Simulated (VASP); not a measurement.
Set up this calculation in VASP 6.6.1, as the native input.

| Item | Value |
| --- | --- |
| Task | single point |
| Functional | LDA |
| Potentials or basis | VASP PAW LDA potentials, release 64 (Mn_pv, O) |
| Cutoff | 520 eV |
| k mesh | 11 × 11 × 11 |
| Occupations | fermi-dirac, width 0.05 eV |
| Spin | collinear spin, ferromagnetic start |
| Starting moments | [4.0, 0.0, 0.0] μB |
| Dipole correction | no |
| Further INCAR settings | ALGO = Normal; EDIFF = 1e-06; NBANDS = 24 |

The structure of MnO2 lies in POSCAR:

```
MnO2
1.0
    1.4188477395      0.8191721243      4.5531659587
   -1.4188477395      0.8191721243      4.5531659587
    0.0000000000     -1.6383442487      4.5531659587
Mn O
1 2
Direct
    0.0000000000      0.0000000000      0.0000000000
    0.7356355100      0.7356355100      0.7356355100
    0.2643644900      0.2643644900      0.2643644900
```

This cell differs from its parent crystal: volume scaled by 0.98.

The input as run:

INCAR

```
SYSTEM = MnO2
PREC = Accurate
ENCUT = 520
EDIFF = 1E-6
ISMEAR = -1
SIGMA = 0.05
LREAL = .False.
LASPH = .True.
NELM = 150
ALGO = Normal
ISIF = 2
LWAVE = .False.
LCHARG = .False.
ISPIN = 2
MAGMOM = 4 0 0
LORBIT = 11
LMAXMIX = 4
GGA = CA
NBANDS = 24
```

KPOINTS

```
Automatic mesh
0
Gamma
  11 11 11
  0 0 0
```

Potentials or basis: VASP PAW LDA potentials, release 64 (Mn_pv, O).

The run is started by

```bash
$ cat potpaw_LDA.64/Mn_pv/POTCAR potpaw_LDA.64/O/POTCAR > POTCAR
$ mpirun -np 1 vasp_std > vasp.out
```

Results of the run:

```json
{
  "Pressure": "-3.9 GPa",
  "Largest force": "0.162 eV/Å",
  "Band gap on the k mesh": "0.27 eV, indirect (least direct gap 0.32 eV)",
  "Net moment": "3.00 μB per cell",
  "Site moments": "Mn +2.77; O +0.07 μB",
  "Valence electrons inside the program's atomic spheres": "Mn 11.83; O 4.97"
}
```

Caveat: a cell with one magnetic atom can't hold antiferromagnetic order, which such compounds often take.

Wall time 2.3 min on 1 thread of Intel(R) Xeon(R) 6975P-C (Granite Rapids), with other jobs on the host, peak memory 0.29 GiB.
